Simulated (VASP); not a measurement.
A run of VASP 6.6.1:

Contents of POSCAR:

```
LiCl
1.0
    0.0000000000      2.7330425290      2.7330425290
    2.7330425290      0.0000000000      2.7330425290
    2.7330425290      2.7330425290      0.0000000000
Li Cl
1 1
Direct
    0.0000000000      0.0000000000      0.0000000000
    0.2500000000      0.2500000000      0.2500000000
```

INCAR.step1

```
ALGO     = Normal         # electronic algorithm
EDIFF    = 1E-5           # SCF threshold, eV
ENCUT    = 520            # plane-wave cutoff, eV
GGA      = PE             # functional
ISIF     = 2              # what is computed and relaxed
ISMEAR   = 0              # smearing method
LASPH    = T              # aspherical terms in the spheres
LCHARG   = F              # write CHGCAR
LREAL    = F              # projectors in reciprocal space
LWAVE    = T              # write WAVECAR
NBANDS   = 12             # bands
NELM     = 100            # most SCF steps
PREC     = Accurate       # precision mode
SIGMA    = 0.01           # smearing width, eV
```

File INCAR.step2:

```
AEXX     = 0.25           # exact-exchange fraction
ALGO     = Normal         # electronic algorithm
EDIFF    = 1E-7           # SCF threshold, eV
ENCUT    = 520            # plane-wave cutoff, eV
GGA      = PE             # functional
ISIF     = 2              # what is computed and relaxed
ISMEAR   = 0              # smearing method
ISTART   = 1            
LASPH    = T              # aspherical terms in the spheres
LCHARG   = F              # write CHGCAR
LHFCALC  = T              # exact exchange
LREAL    = F              # projectors in reciprocal space
LWAVE    = F              # write WAVECAR
NBANDS   = 12             # bands
NELM     = 100            # most SCF steps
PREC     = Accurate       # precision mode
PRECFOCK = Normal       
SIGMA    = 0.01           # smearing width, eV
```

KPOINTS

```
k-points
0
Gamma
  6 6 6
```

Potentials or basis: VASP PAW PBE potentials, release 64 (Li_sv, Cl).

Command:

```sh
$ cat potpaw_PBE.64/Li_sv/POTCAR potpaw_PBE.64/Cl/POTCAR > POTCAR
$ cp INCAR.step1 INCAR
$ mpirun -np 1 vasp_std > vasp.out
$ cp INCAR.step2 INCAR
$ mpirun -np 1 vasp_std > vasp.out
```

Hardware: 1 thread of Intel(R) Xeon(R) Platinum 8259CL CPU @ 2.50GHz (Skylake/Cascade Lake), with other jobs on the host.

Task: Estimate the wall time of this run.

Result: Wall time 13 min on 1 thread of Intel(R) Xeon(R) Platinum 8259CL CPU @ 2.50GHz (Skylake/Cascade Lake), with other jobs on the host, peak memory 0.18 GiB. Counts: k points 16.
